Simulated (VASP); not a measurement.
Write the native input for VASP 6.6.1 that does the following.

* Task: single point
* Functional: PBEsol
* Potentials or basis: VASP PAW PBE potentials, release 64 (Pb_d)
* Cutoff: 520 eV
* k mesh: 7 × 7 × 7
* Occupations: fermi-dirac, width 0.05 eV
* Spin: non-collinear spin, zero start, spin-orbit coupling
* Starting moments: [[0.0, 0.0, 0.0]] μB
* Dipole correction: no
* Further INCAR settings: ALGO = Normal; EDIFF = 1e-06; NBANDS = 25

The structure of Pb lies in POSCAR:

```
Pb
1.0
    0.0000000000      2.4750200000      2.4750200000
    2.4750200000      0.0000000000      2.4750200000
    2.4750200000      2.4750200000      0.0000000000
Pb
1
Direct
    0.0000000000      0.0000000000      0.0000000000
```

One way to write it, as run:

INCAR

```
SYSTEM = Pb
PREC     = Accurate       ! precision mode
ENCUT    = 520            ! plane-wave cutoff, eV
EDIFF    = 1E-6           ! SCF threshold, eV
ISMEAR   = -1             ! smearing method
SIGMA    = 0.05           ! smearing width, eV
LREAL    = .FALSE.        ! projectors in reciprocal space
LASPH    = .TRUE.         ! aspherical terms in the spheres
NELM     = 150            ! most SCF steps
ALGO     = Normal         ! electronic algorithm
ISIF     = 2              ! what is computed and relaxed
LWAVE    = .FALSE.        ! write WAVECAR
LCHARG   = .FALSE.        ! write CHGCAR
MAGMOM   = 0 0 0          ! initial moments
LORBIT   = 11             ! projections on sites
LSORBIT  = .TRUE.         ! spin-orbit coupling
GGA_COMPAT= .FALSE.      
LORBMOM  = .TRUE.       
GGA      = PS             ! functional
NBANDS   = 25             ! bands
```

KPOINTS

```
Automatic mesh
0
G
  7 7 7
  0 0 0
```

Potentials or basis: VASP PAW PBE potentials, release 64 (Pb_d).

Launch:

```console
$ cat potpaw_PBE.64/Pb_d/POTCAR > POTCAR
$ mpirun -np 1 vasp_ncl > vasp.out
```

Results of the run:

```json
{"Pressure": "-0.2 GPa", "Net moment": "0.00 μB per cell", "Valence electrons inside the program's atomic spheres": "Pb 11.96"}
```

Caveat: the PAW data sets were made with another functional, which shifts forces and pressure a little.

It took 58 s on 1 thread of Intel Xeon 8259CL (shared host), peak memory 0.24 GiB.
